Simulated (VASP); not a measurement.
Input of a VASP 6.6.1 run:

INCAR

```
SYSTEM = HfN
ALGO     = Normal         ! electronic algorithm
EDIFF    = 1E-8           ! SCF threshold, eV
ENCUT    = 520            ! plane-wave cutoff, eV
GGA      = PE             ! functional
ISIF     = 2              ! what is computed and relaxed
ISMEAR   = -1             ! smearing method
LASPH    = .True.         ! aspherical terms in the spheres
LCHARG   = .False.        ! write CHGCAR
LEFG     = .True.       
LREAL    = .False.        ! projectors in reciprocal space
LWAVE    = .False.        ! write WAVECAR
NBANDS   = 14             ! bands
NELM     = 80             ! most SCF steps
PREC     = Accurate       ! precision mode
SIGMA    = 0.03           ! smearing width, eV
```

The input KPOINTS:

```
k-points
0
Gamma
  10 10 10
  0 0 0
```

Contents of POSCAR:

```
HfN
1.0
    0.0225900000      2.2702950000      2.2702950000
    2.2702950000      0.0225900000      2.2702950000
    2.2702950000      2.2702950000      0.0225900000
Hf N
1 1
Direct
    0.0000000000      0.0000000000      0.0000000000
    0.5000000000      0.5000000000      0.5000000000
```

Potentials or basis: VASP PAW PBE potentials, release 64 (Hf_pv, N).

The run is started by

```console
$ cat potpaw_PBE.64/Hf_pv/POTCAR potpaw_PBE.64/N/POTCAR > POTCAR
$ mpirun -np 1 vasp_std > vasp.out
```

(1) Predict the pressure.

Answers

(1) 3.1 GPa.

Caveat: the cell differs from its parent crystal (equal xy, yz and zx shear strains of +1 %); without QUAD_EFG the Cq values of the log hold for a quadrupole moment of 1 mb, not for the nuclei.
